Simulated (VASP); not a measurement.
# Pt (P6_3/mmc) in VASP: notebook

Runs on Pt. Level: PBE. Tasks: single point, relaxation of cell and atoms.

Program: VASP 6.6.1. These are calculated values, not measurements. Logs are shortened: lines on timing, memory, paths and dates and some standing lists are left out, and cuts for length are marked.

## Step 1: The cell of the first run

Symmetry: P6_3/mmc, No. 194, hexagonal system. Conventional cell: a = 3.883 Å, b = 3.883 Å, c = 2.868 Å, α = 90.00°, β = 90.00°, γ = 120.00°. Within 3.5 Å of Pt (site symmetry -6m2) lie 8 Pt at 2.66 to 2.87 Å.

## Step 2: Single point, PBE

Input file INCAR:

```
SYSTEM = Pt
PREC     = Accurate       ! precision mode
ENCUT    = 520            ! plane-wave cutoff, eV
EDIFF    = 1E-6           ! SCF threshold, eV
ISMEAR   = 0              ! smearing method
SIGMA    = 0.1            ! smearing width, eV
LREAL    = .False.        ! projectors in reciprocal space
LASPH    = .True.         ! aspherical terms in the spheres
NELM     = 100            ! most SCF steps
ALGO     = Normal         ! electronic algorithm
ISIF     = 2              ! what is computed and relaxed
LWAVE    = .False.        ! write WAVECAR
LCHARG   = .True.         ! write CHGCAR
GGA      = PE             ! functional
LELF     = .True.         ! ELF
LVHAR    = .True.       
NBANDS   = 17             ! bands
```

Input file KPOINTS:

```
regular mesh
0
Gamma
  18 18 20
  0 0 0
```

Input file POSCAR:

```
Pt
1.0
    3.8825959172      0.0000000000      0.0000000000
   -1.9412979586      3.3624266969      0.0000000000
    0.0000000000      0.0000000000      2.8675275241
Pt
2
Direct
    0.3333333333      0.6666666667      0.2500000000
    0.6666666667      0.3333333333      0.7500000000
```

Potentials or basis: VASP PAW PBE potentials, release 64 (Pt).

Command:

```
$ cat potpaw_PBE.64/Pt/POTCAR > POTCAR
$ mpirun -np 1 vasp_std > vasp.out
```

OUTCAR:

```text
SYSTEM = Pt
   PREC = Accurate
   ENCUT = 520
   EDIFF = 1E-6
   ISMEAR = 0
   LREAL = .False.
   LASPH = .True.
   NELM = 100
   ISIF = 2
   GGA = PE

 ion  position               nearest neighbor table
   1  0.333  0.667  0.250-   2 2.66   2 2.66   2 2.66   2 2.66   2 2.66   2 2.66
   2  0.667  0.333  0.750-   1 2.66   1 2.66   1 2.66   1 2.66   1 2.66   1 2.66

  LATTYP: Found a hexagonal cell.
 ALAT       =     3.8825959172
 C/A-ratio  =     0.7385593518

  Lattice vectors:

 A1 = (   3.8825959172,   0.0000000000,   0.0000000000)
 A2 = (  -1.9412979586,   3.3624266969,   0.0000000000)
 A3 = (   0.0000000000,   0.0000000000,   2.8675275241)

Analysis of symmetry for initial positions (statically):
=====================================================================
 Subroutine PRICEL returns:
 Original cell was already a primitive cell.

 Routine SETGRP: Setting up the symmetry group for a
 hexagonal supercell.

 Subroutine GETGRP returns: Found 24 space group operations
 (whereof 12 operations were pure point group operations)
 out of a pool of 24 trial point group operations.

The static configuration has the point symmetry D_3d.
 The point group associated with its full space group is D_6h.

Analysis of symmetry for dynamics (positions and initial velocities):
=====================================================================
 Subroutine PRICEL returns:
 Original cell was already a primitive cell.

 Routine SETGRP: Setting up the symmetry group for a
 hexagonal supercell.

 Subroutine GETGRP returns: Found 24 space group operations
 (whereof 12 operations were pure point group operations)
 out of a pool of 24 trial point group operations.

The dynamic configuration has the point symmetry D_3d.
 The point group associated with its full space group is D_6h.

 Subroutine INISYM returns: Found 24 space group operations
 (whereof 12 operations are pure point group operations),
 and found     1 'primitive' translations

----------------------------------------------------------------------------------------

                                     Primitive cell

  volume of cell :      37.4354

  direct lattice vectors                    reciprocal lattice vectors
     3.882595917  0.000000000  0.000000000     0.257559638  0.148702126  0.000000000
    -1.941297959  3.362426697  0.000000000     0.000000000  0.297404253  0.000000000
     0.000000000  0.000000000  2.867527524     0.000000000  0.000000000  0.348732485

  length of vectors
     3.882595917  3.882595917  2.867527524     0.297404253  0.297404253  0.348732485

[... 75 lines left out ...]
   LNONCOLLINEAR =      F non collinear calculations
   LSORBIT =      F    spin-orbit coupling
   LASPH  =      T    aspherical Exc in radial PAW
   ENCUT  =  520.0 eV  38.22 Ry    6.18 a.u.   7.22  7.22  5.33*2*pi/ulx,y,z
   NELM   =    100;   NELMIN=  2; NELMDL= -5     # of ELM steps
   EDIFF  = 0.1E-05   stopping-criterion for ELM
   LREAL  =      F    real-space projection
   EDIFFG = 0.1E-04   stopping-criterion for IOM
   NSW    =      0    number of steps for IOM
   IBRION =     -1    ionic relax: 0-MD 1-quasi-New 2-CG
   NFREE  =      0    steps in history (QN), initial steepest desc. (CG)
   ISIF   =      2    stress and relaxation
   ISYM   =      2    0-nonsym 1-usesym 2-fastsym
   POTIM  = 0.5000    time-step for ionic-motion
   TEBEG  =    0.0;   TEEND  =   0.0 temperature during run
   PSTRESS=    0.0 pullay stress
   NELECT =      20.0000    total number of electrons
   NUPDOWN=      -1.0000    fix difference up-down
   EMIN   =  10.00;   EMAX   =-10.00  energy-range for DOS
   EFERMI =   0.00;   METHOD = LEGACY
   ISMEAR =     0;   SIGMA  =   0.10  broadening in eV -4-tet -1-fermi 0-gaus
   EFERMI_NEDOS =   21; number of points for ismear=-14 and -15
   IALGO  =     38    algorithm
   IMIX   =      4    mixing-type and parameters
     AMIX     =   0.40;   BMIX     =  1.00
     AMIX_MAG =   1.60;   BMIX_MAG =  1.00
  volume/ion in A,a.u.               =      18.72       126.31
  Fermi-wavevector in a.u.,A,eV,Ry     =   1.328385  2.510284 24.008931  1.764607
  Thomas-Fermi vector in A             =   2.457626
   LORBIT       =      0    0 simple, 1 ext, 2 COOP (PROOUT), +10 PAW based schemes
   GGA     = PE    functional components
   LHFCALC =     F    Hartree Fock is set to
   AEXX    =    0.0000 exact exchange contribution
   IVDW    =     0    specifies the selected vdW correction
   LEPSILON=     F    determine dielectric tensor
   LRPA    =     F    only Hartree local field effects (RPA)
 non-spin polarized calculation
 Gauss-broadening in eV      SIGMA  =   0.10
  energy-cutoff  :      520.00
  volume of cell :       37.44
 maximum number of plane-waves:      1037
 NGX is ok and might be reduce to    30
   NGX = 15   NGY = 15   NGZ = 11

 number of electron      20.0000002 magnetization

 Free energy of the ion-electron system (eV)
  ---------------------------------------------------
  ext. energy  EPLUGINS =         0.00000000
  ---------------------------------------------------
  free energy    TOTEN  =       -11.33320276 eV

  energy without entropy =      -11.31473173  energy(sigma->0) =      -11.32396724

 E-fermi :   8.0502     XC(G=0): -11.9815

 val. band max:        8.0492924950   @ k =   0.2778   0.0000   0.2500
 cond. band min:       8.0521624503   @ k =   0.1667   0.0556   0.2000
 fundamental gap:      0.0028699554
 Fermi energy:         8.0501533074

 k-point     1 :       0.0000    0.0000    0.0000
  band No.  band energies     occupation
      1      -0.6388      2.00000
      2       1.8296      2.00000
      3       4.4014      2.00000
      4       4.4014      2.00000
      5       4.8455      2.00000
      6       4.8455      2.00000
[... 457 lines left out ...]
      4       4.3759      2.00000
      5       4.7344      2.00000
      6       5.2982      2.00000
[... 9 lines left out ...]
     16      24.4628      0.00000
     17      24.6853      0.00000

 [... further k-points ...]
[... 5 lines left out ...]
  --------------------------------------------------------------------------------------
  -------------------------------------------------------------------------------------
  Total       -0.0907822     -0.0907822     -0.1002104      0.0000000     -0.0000000      0.0000000
  in kB       -3.8853368     -3.8853368     -4.2888492      0.0000000     -0.0000000      0.0000000
  external PRESSURE =      -4.0198409 kB  Pullay stress =       0.0000000 kB

 VOLUME and BASIS-vectors are now :
 -----------------------------------------------------------------------------
  energy-cutoff  :      520.00
  volume of cell :       37.44
      direct lattice vectors                 reciprocal lattice vectors
     3.882595917  0.000000000  0.000000000     0.257559638  0.148702126  0.000000000
    -1.941297959  3.362426697  0.000000000     0.000000000  0.297404253  0.000000000
     0.000000000  0.000000000  2.867527524     0.000000000  0.000000000  0.348732485

 POSITION                                       TOTAL-FORCE (eV/Angst)
 -----------------------------------------------------------------------------------
     -0.00000      2.24162      0.71688         0.000000     -0.000000      0.000000
      1.94130      1.12081      2.15065         0.000000      0.000000      0.000000
 -----------------------------------------------------------------------------------
    total drift:                               -0.000000      0.000000     -0.000000

  FREE ENERGIE OF THE ION-ELECTRON SYSTEM (eV)
  ---------------------------------------------------
  free  energy   TOTEN  =       -11.3332027569 eV

  energy  without entropy=      -11.3147317330  energy(sigma->0) =      -11.32396724
```

OSZICAR:

```text
N       E                     dE             d eps       ncg     rms          rms(c)
DAV:   1     0.101250526831E+03    0.10125E+03   -0.10238E+04 13886   0.111E+03
DAV:   2    -0.100449348600E+02   -0.11130E+03   -0.10562E+03 15157   0.235E+02
DAV:   3    -0.119988852972E+02   -0.19540E+01   -0.19304E+01 16853   0.310E+01
DAV:   4    -0.120122029077E+02   -0.13318E-01   -0.13315E-01 16406   0.263E+00
DAV:   5    -0.120123981782E+02   -0.19527E-03   -0.19527E-03 17223   0.338E-01    0.146E+01
DAV:   6    -0.113864906852E+02    0.62591E+00   -0.12554E+00 14810   0.926E+00    0.810E+00
DAV:   7    -0.113397743363E+02    0.46716E-01   -0.98044E-02 16910   0.253E+00    0.348E+00
DAV:   8    -0.113332732733E+02    0.65011E-02   -0.82154E-03 14535   0.603E-01    0.282E-01
DAV:   9    -0.113331897846E+02    0.83489E-04   -0.19890E-04 15631   0.101E-01    0.709E-02
DAV:  10    -0.113332026173E+02   -0.12833E-04   -0.18327E-05 17326   0.297E-02    0.736E-03
DAV:  11    -0.113332027569E+02   -0.13963E-06   -0.45035E-07 11097   0.553E-03
   1 F= -.11333203E+02 E0= -.11323967E+02  d E =-.184710E-01
```

stdout:

```text
POSCAR found type information on POSCAR Pt
 POSCAR found :  1 types and       2 ions
 scaLAPACK will be used
 LDA part: xc-table for (Slater+PW92), standard interpolation
 POSCAR, INCAR and KPOINTS ok, starting setup
 FFT: planning ... GRIDC
 FFT: planning ... GRID_SOFT
 FFT: planning ... GRID
 WAVECAR not read
 entering main loop
```

Wall time 2.2 min (1 thread of Intel Xeon Platinum 8488C (Sapphire Rapids), shared host); peak memory 0.33 GiB.

What came out:

```
Free energy            : -11.3332 eV
Pressure               : -0.4 GPa
Band gap on the k mesh : zero (band 10 reaches 8.44 eV, above the bottom of band 11 at 7.59 eV)
```

Levels at points of the mesh, in eV from the Fermi level:
```
           k point  band 8  band 9  band 10  band 11  band 12  band 13
(0.00, 0.00, 0.00)   -3.10   -2.33    -0.21    -0.21     8.69     8.69
(0.50, 0.00, 0.00)   -2.46   -1.03    -1.00     0.36     0.53     3.39
(0.00, 0.00, 0.50)    0.09    0.09     0.09     1.48     1.48    11.33
(0.50, 0.00, 0.50)   -1.30   -0.60    -0.60     1.90     1.90     6.44
```

Caveat: spin-orbit coupling is left out, which moves the levels of the heavy elements.

## Step 3: Relaxation of cell and atoms, PBE

Input file INCAR:

```
SYSTEM = Pt
ALGO = Normal
EDIFF = 1E-6
EDIFFG = -0.01
ENCUT = 600
GGA = PE
IBRION = 2
ISIF = 3
ISMEAR = 0
LASPH = .TRUE.
LCHARG = .FALSE.
LREAL = .FALSE.
LWAVE = .FALSE.
NELM = 100
NSW = 100
PREC = Accurate
SIGMA = 0.1
```

Input file KPOINTS:

```
k-points
0
G
  18 18 20
  0 0 0
```

Input file POSCAR:

```
Pt
1.0
    3.8890558112      0.0000000000      0.0000000000
   -1.9445279056      3.3680211293      0.0000000000
    0.0000000000      0.0000000000      2.8589191180
Pt
2
Direct
    0.3333333333      0.6666666667      0.2500000000
    0.6666666667      0.3333333333      0.7500000000
```

Potentials or basis: VASP PAW PBE potentials, release 64 (Pt).

Command:

```
$ cat potpaw_PBE.64/Pt/POTCAR > POTCAR
$ mpirun -np 1 vasp_std > vasp.out
```

Wall time 5.5 min (1 thread of Intel Xeon Platinum 8488C (Sapphire Rapids), shared host); peak memory 0.36 GiB.

The run converged. Its results:

```yaml
Free_energy: -11.3335 eV
Relaxed_volume: 18.69 Å³/atom
Relaxed_cell: a = 3.882 Å, b = 3.882 Å, c = 2.864 Å, α = 90.00°, β = 90.00°, γ = 120.00°
Space_group_after_relaxing_to_0.05_Å: P6_3/mmc (No. 194)
Energy_gained_by_relaxing: 0.1 meV/atom
Ionic_steps: 9
Pressure_after_relaxing: 0.0 GPa
Band_gap_on_the_k_mesh: zero (band 10 reaches 8.47 eV, above the bottom of band 11 at 7.61 eV)
```

Step by step:
```
step  energy change (eV)  largest force (eV/Å)  pressure (GPa)  volume (Å³)
   1              0.0000                0.0000           -0.25        37.45
   2              0.0001                0.0000            0.53        37.29
   3              0.0000                0.0000            0.03        37.39
   4              0.0000                0.0000            0.04        37.39
   5              0.0000                0.0000           -0.09        37.42
   6              0.0000                0.0000           -0.02        37.40
   7              0.0000                0.0000            0.01        37.40
   8             -0.0001                0.0000            0.00        37.39
   9             -0.0001                0.0000            0.02        37.38
```

Final structure:
```
Pt
1.0
     3.88179    0.00000    0.00000
    -1.94089    3.36173    0.00000
     0.00000    0.00000    2.86428
Pt
2
Direct
  0.33333 0.66667 0.25000
  0.66667 0.33333 0.75000
```

Levels at points of the mesh, in eV from the Fermi level:
```csv
k point,band 8,band 9,band 10,band 11,band 12,band 13
"(0.00, 0.00, 0.00)",-3.10,-2.34,-0.21,-0.21,8.69,8.69
"(0.50, 0.00, 0.00)",-2.47,-1.04,-1.00,0.36,0.54,3.38
"(0.00, 0.00, 0.50)",0.09,0.09,0.09,1.49,1.49,11.34
"(0.50, 0.00, 0.50)",-1.31,-0.60,-0.60,1.91,1.91,6.46
```

Caveat: spin-orbit coupling is left out, which moves the levels of the heavy elements.
